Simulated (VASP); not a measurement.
# Si2Ni (Fm-3m) in VASP: single point with r2SCAN

Aim: the single point of Si2Ni with r2SCAN.

Program: VASP 6.6.1. These are calculated values, not measurements. Logs are shortened: lines on timing, memory, paths and dates and some standing lists are left out, and cuts for length are marked.

### Step 1. The cell of the first run

The structure is cubic, space group Fm-3m (No. 225). The conventional cell has a = 5.406 Å, b = 5.406 Å, c = 5.406 Å, α = 90.00°, β = 90.00°, γ = 90.00°. Within 3.1 Å of Si (site symmetry -43m) lie 4 Ni at 2.34 Å and 6 Si at 2.70 Å. Within 3.1 Å of Ni (site symmetry m-3m) lie 8 Si at 2.34 Å.

### Step 2. Single point, r2SCAN, collinear spin, ferromagnetic start

POSCAR

```
Si2Ni
1.0
    0.0000000000      2.7030000000      2.7030000000
    2.7030000000      0.0000000000      2.7030000000
    2.7030000000      2.7030000000      0.0000000000
Si Ni
2 1
Direct
    0.2500000000      0.2500000000      0.2500000000
    0.7500000000      0.7500000000      0.7500000000
    0.0000000000      0.0000000000      0.0000000000
```

INCAR.step1

```
PREC     = Accurate       # precision mode
ENCUT    = 660            # plane-wave cutoff, eV
ISMEAR   = -1             # smearing method
SIGMA    = 0.1            # smearing width, eV
LREAL    = False          # projectors in reciprocal space
LASPH    = True           # aspherical terms in the spheres
NELM     = 200            # most SCF steps
ISPIN    = 2              # spin polarisation
MAGMOM   = 0 0 1          # initial moments
LMAXMIX  = 4              # l up to which the mixer works
NBANDS   = 20             # bands
GGA      = PE             # functional
ALGO     = Normal         # electronic algorithm
EDIFF    = 1E-5           # SCF threshold, eV
LWAVE    = True           # write WAVECAR
LCHARG   = False          # write CHGCAR
GGA_COMPAT= False
```

INCAR.step2

```
PREC     = Accurate       # precision mode
ENCUT    = 660            # plane-wave cutoff, eV
EDIFF    = 1E-6           # SCF threshold, eV
ISMEAR   = -1             # smearing method
SIGMA    = 0.1            # smearing width, eV
LREAL    = False          # projectors in reciprocal space
LASPH    = True           # aspherical terms in the spheres
NELM     = 200            # most SCF steps
ALGO     = Normal         # electronic algorithm
ISIF     = 2              # what is computed and relaxed
LWAVE    = False          # write WAVECAR
LCHARG   = True           # write CHGCAR
ISPIN    = 2              # spin polarisation
MAGMOM   = 0 0 1          # initial moments
LORBIT   = 11             # projections on sites
LMAXMIX  = 4              # l up to which the mixer works
METAGGA  = R2SCAN         # meta-GGA
LMIXTAU  = True         
LELF     = True           # ELF
LVHAR    = True         
NBANDS   = 20             # bands
ISTART   = 1            
GGA_COMPAT= False
```

KPOINTS

```
regular mesh
0
Gamma
  7 7 7
```

Potentials or basis: VASP PAW PBE potentials, release 64 (Si, Ni).

Launch:

```
$ cat potpaw_PBE.64/Si/POTCAR potpaw_PBE.64/Ni/POTCAR > POTCAR
$ cp INCAR.step1 INCAR
$ mpirun -np 1 vasp_std > vasp.out
$ cp INCAR.step2 INCAR
$ mpirun -np 1 vasp_std > vasp.out
```

OUTCAR:

```text
PREC = Accurate
   ENCUT = 660
   EDIFF = 1E-6
   ISMEAR = -1
   LREAL = False
   LASPH = True
   NELM = 200
   ISIF = 2
   ISPIN = 2
   LORBIT = 11
   METAGGA = R2SCAN
   ISTART = 1

 ion  position               nearest neighbor table
   1  0.250  0.250  0.250-   3 2.34   3 2.34   3 2.34   3 2.34   2 2.70   2 2.70   2 2.70   2 2.70
                             2 2.70   2 2.70
   2  0.750  0.750  0.750-   3 2.34   3 2.34   3 2.34   3 2.34   1 2.70   1 2.70   1 2.70   1 2.70
                             1 2.70   1 2.70
   3  0.000  0.000  0.000-   2 2.34   1 2.34   2 2.34   1 2.34   2 2.34   2 2.34   1 2.34   1 2.34

  LATTYP: Found a face centered cubic cell.
 ALAT       =     5.4060000000

  Lattice vectors:

 A1 = (   0.0000000000,   2.7030000000,   2.7030000000)
 A2 = (   2.7030000000,   0.0000000000,   2.7030000000)
 A3 = (   2.7030000000,   2.7030000000,   0.0000000000)

Analysis of symmetry for initial positions (statically):
=====================================================================
 Subroutine PRICEL returns:
 Original cell was already a primitive cell.

 Routine SETGRP: Setting up the symmetry group for a
 face centered cubic supercell.

 Subroutine GETGRP returns: Found 48 space group operations
 (whereof 48 operations were pure point group operations)
 out of a pool of 48 trial point group operations.

The static configuration has the point symmetry O_h .

Analysis of symmetry for dynamics (positions and initial velocities):
=====================================================================
 Subroutine PRICEL returns:
 Original cell was already a primitive cell.

 Routine SETGRP: Setting up the symmetry group for a
 face centered cubic supercell.

 Subroutine GETGRP returns: Found 48 space group operations
 (whereof 48 operations were pure point group operations)
 out of a pool of 48 trial point group operations.

The dynamic configuration has the point symmetry O_h .

Analysis of structural, dynamic, and magnetic symmetry:
=====================================================================
 Subroutine PRICEL returns:
 Original cell was already a primitive cell.

 Routine SETGRP: Setting up the symmetry group for a
 face centered cubic supercell.

 Subroutine GETGRP returns: Found 48 space group operations
 (whereof 48 operations were pure point group operations)
 out of a pool of 48 trial point group operations.

The overall configuration has the point symmetry O_h .

 Subroutine INISYM returns: Found 48 space group operations
[... 119 lines left out ...]
   METAGGA = R2SCAN    functional components
   LHFCALC =     F    Hartree Fock is set to
   AEXX    =    0.0000 exact exchange contribution
   IVDW    =     0    specifies the selected vdW correction
   LEPSILON=     F    determine dielectric tensor
   LRPA    =     F    only Hartree local field effects (RPA)
 spin polarized calculation
  energy-cutoff  :      660.00
  volume of cell :       39.50
 maximum number of plane-waves:      1536
   NGX = 17   NGY = 17   NGZ = 17

 number of electron      18.0000004 magnetization      -0.0000002

 number of electron      18.0000004 magnetization       0.0000001

 Free energy of the ion-electron system (eV)
  ---------------------------------------------------
  ext. energy  EPLUGINS =         0.00000000
  ---------------------------------------------------
  free energy    TOTEN  =       -30.56069075 eV

  energy without entropy =      -30.54069369  energy(sigma->0) =      -30.55069222

 E-fermi :  10.4608     XC(G=0): -12.3698

 val. band max:       10.3941018185   @ k =  -0.4286   0.4286   0.0000
 cond. band min:      10.4783531915   @ k =   0.4286   0.2857   0.0000
 fundamental gap:      0.0842513731
 Fermi energy:        10.4607979129

 spin component 1

 k-point     1 :       0.0000    0.0000    0.0000
  band No.  band energies     occupation
      1      -4.1588      1.00000
      2       4.9562      1.00000
      3       4.9562      1.00000
      4       4.9562      1.00000
      5       6.7071      1.00000
      6       6.7071      1.00000
[... 436 lines left out ...]
      6       6.4432      1.00000
[... 12 lines left out ...]
     19      24.6287      0.00000
     20      27.9118      0.00000
 Fermi energy:        10.4607979129

 spin component 2

 k-point     1 :       0.0000    0.0000    0.0000
  band No.  band energies     occupation
      1      -4.1588      1.00000
      2       4.9562      1.00000
      3       4.9562      1.00000
      4       4.9562      1.00000
      5       6.7071      1.00000
      6       6.7071      1.00000
[... 449 lines left out ...]
     19      24.6287      0.00000
     20      27.9144      0.00000

------------------------ aborting loop because EDIFF is reached ----------------------------------------

  FORCE on cell =-STRESS in cart. coord.  units (eV):
  Direction    XX          YY          ZZ          XY          YZ          ZX
  --------------------------------------------------------------------------------------
  -------------------------------------------------------------------------------------
  Total       -0.4855170     -0.4855170     -0.4855170      0.0000000      0.0000000      0.0000000
  in kB      -19.6945859    -19.6945859    -19.6945859      0.0000000      0.0000000      0.0000000
  external PRESSURE =     -19.6945859 kB  Pullay stress =       0.0000000 kB

 VOLUME and BASIS-vectors are now :
 -----------------------------------------------------------------------------
  energy-cutoff  :      660.00
  volume of cell :       39.50
      direct lattice vectors                 reciprocal lattice vectors
     0.000000000  2.703000000  2.703000000    -0.184979652  0.184979652  0.184979652
     2.703000000  0.000000000  2.703000000     0.184979652 -0.184979652  0.184979652
     2.703000000  2.703000000  0.000000000     0.184979652  0.184979652 -0.184979652

 POSITION                                       TOTAL-FORCE (eV/Angst)
 -----------------------------------------------------------------------------------
      1.35150      1.35150      1.35150         0.000000      0.000000      0.000000
      4.05450      4.05450      4.05450        -0.000000     -0.000000     -0.000000
      0.00000      0.00000      0.00000         0.000000     -0.000000     -0.000000
 -----------------------------------------------------------------------------------
    total drift:                                0.000000     -0.000000      0.000000

  FREE ENERGIE OF THE ION-ELECTRON SYSTEM (eV)
  ---------------------------------------------------
  free  energy   TOTEN  =       -30.5606907484 eV

  energy  without entropy=      -30.5406936875  energy(sigma->0) =      -30.55069222

 total charge

# of ion       s       p       d       tot
------------------------------------------
    1        0.726   0.861   0.000   1.587
    2        0.726   0.861   0.000   1.587
    3        0.575   0.845   8.455   9.875
--------------------------------------------------
tot          2.026   2.567   8.455  13.049

 magnetization (x)

# of ion       s       p       d       tot
------------------------------------------
    1        0.000   0.000   0.000   0.000
    2        0.000   0.000   0.000   0.000
    3        0.000  -0.000   0.000   0.000
--------------------------------------------------
tot          0.000  -0.000   0.000   0.000
```

OUTCAR.step1:

```text
PREC = Accurate
   ENCUT = 660
   ISMEAR = -1
   LREAL = False
   LASPH = True
   NELM = 200
[... 1159 lines left out ...]
      1.35150      1.35150      1.35150        -0.000000     -0.000000     -0.000000
      4.05450      4.05450      4.05450         0.000000      0.000000      0.000000
      0.00000      0.00000      0.00000        -0.000000     -0.000000     -0.000000
 -----------------------------------------------------------------------------------
    total drift:                                0.000000     -0.000000      0.000000

  FREE ENERGIE OF THE ION-ELECTRON SYSTEM (eV)
  ---------------------------------------------------
  free  energy   TOTEN  =       -17.3867782051 eV

  energy  without entropy=      -17.3651853777  energy(sigma->0) =      -17.37598179
```

OSZICAR.step1:

```text
N       E                     dE             d eps       ncg     rms          rms(c)
DAV:   1     0.855245914484E+02    0.85525E+02   -0.83980E+03  1600   0.108E+03
DAV:   2    -0.132322634404E+02   -0.98757E+02   -0.88619E+02  1640   0.227E+02
DAV:   3    -0.191850720430E+02   -0.59528E+01   -0.57616E+01  1936   0.565E+01
DAV:   4    -0.192869545979E+02   -0.10188E+00   -0.10154E+00  1824   0.628E+00
DAV:   5    -0.192889930556E+02   -0.20385E-02   -0.20382E-02  1908   0.102E+00    0.171E+01
DAV:   6    -0.241565554458E+02   -0.48676E+01   -0.30182E+01  1812   0.119E+02    0.246E+01
DAV:   7    -0.175211299000E+02    0.66354E+01   -0.93906E+00  1980   0.738E+01    0.350E+00
DAV:   8    -0.174274803102E+02    0.93650E-01   -0.10778E+00  2120   0.152E+01    0.255E+00
DAV:   9    -0.173872249007E+02    0.40255E-01   -0.18548E-01  2012   0.665E+00    0.559E-01
DAV:  10    -0.173866821213E+02    0.54278E-03   -0.57680E-03  2280   0.949E-01    0.322E-01
DAV:  11    -0.173867314559E+02   -0.49335E-04   -0.69262E-04  1860   0.304E-01    0.136E-01
DAV:  12    -0.173867699800E+02   -0.38524E-04   -0.77776E-05  1832   0.661E-02    0.366E-02
DAV:  13    -0.173867782051E+02   -0.82251E-05   -0.76639E-06  1524   0.333E-02
   1 F= -.17386778E+02 E0= -.17375982E+02  d E =-.215928E-01  mag=     0.0000
```

Run time: 64 s. Hardware: 1 thread of Intel Xeon Platinum 8559C (Emerald Rapids), shared host; peak memory 0.23 GiB.

Results:

- Free energy: -30.5607 eV
- Pressure: -2.0 GPa
- Band gap on the k mesh: zero (filled and empty bands overlap)
- Net moment: 0.00 μB per cell
- Valence electrons inside the program's atomic spheres: Si 1.59; Ni 9.88

Levels at points of the mesh, in eV from the Fermi level:
Spin up:
```tsv
k point	band 6	band 7	band 8	band 9	band 10	band 11	band 12	band 13
(0.00, 0.00, 0.00)	-3.75	0.04	1.73	1.73	1.73	2.31	2.31	2.31
```
Spin down:
| k point | band 7 | band 8 | band 9 | band 10 | band 11 | band 12 |
| --- | --- | --- | --- | --- | --- | --- |
| (0.00, 0.00, 0.00) | 0.04 | 1.73 | 1.73 | 1.73 | 2.31 | 2.31 |

Caveat: the PAW data sets were made with another functional, which shifts forces and pressure a little.
